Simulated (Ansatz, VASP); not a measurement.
# One calculation of Al, two programs

File INCAR:

```
PREC = Accurate
ENCUT = 520
EDIFF = 1E-6
ISMEAR = 0
SIGMA = 0.05
LREAL = F
LASPH = T
NELM = 100
ALGO = Normal
ISIF = 2
LWAVE = F
LCHARG = T
GGA = CA
LELF = T
LVHAR = T
NBANDS = 10
```

The input KPOINTS:

```
Automatic mesh
0
Gamma
  12 12 6
```

The input POSCAR:

```
Al
1.0
    2.8124553500      0.0000000000      0.0000000000
   -1.4062276800      2.4356577800      0.0000000000
    0.0000000000      0.0000000000      4.8668500000
Al
2
Direct
    0.6666666667      0.3333333333      0.7500000000
    0.3333333333      0.6666666667      0.2500000000
```

Input for Ansatz:

```yaml
crystal:
  lattice:
    - [2.81245535, 0.0, 0.0]
    - [-1.40622768, 2.43565778, 0.0]
    - [0.0, 0.0, 4.86685]
  atoms:
    - { symbol: Al, position: [0.6666666666666666, 0.3333333333333333, 0.75] }
    - { symbol: Al, position: [0.3333333333333333, 0.6666666666666666, 0.25] }
basis:
  ecutwfc: 500.0
kpoints:
  mp_grid:
    grid: [12, 12, 6]
hamiltonian:
  xc: lda
  pseudopotentials:
    kind: paw
scf:
  occupations:
    method: gaussian
    width: 0.05
output:
  stress: true
```

Alike in both runs: task single point; functional LDA; k mesh 12 × 12 × 6; occupations gaussian, width 0.05 eV; no spin polarisation.

|  | VASP | Ansatz |
| --- | --- | --- |
| version | VASP 6.6.1 | Ansatz 0.2.0 |
| potentials or method | VASP PAW LDA potentials, release 64 (Al), cutoff 520 eV | plane waves, PAW |
| valence electrons in the cell | 6 | 6 |

|  | VASP | Ansatz | Ansatz less VASP |
| --- | --- | --- | --- |
| pressure (GPa) | -3.2 | -3.3 | -0.06 |
| traceless stress, the component that is largest in VASP (GPa) | -2.19 | -2.18 | +0.013 |

LDA's correlation is that of Perdew and Zunger in VASP and of Perdew and Wang (1992) in Ansatz.
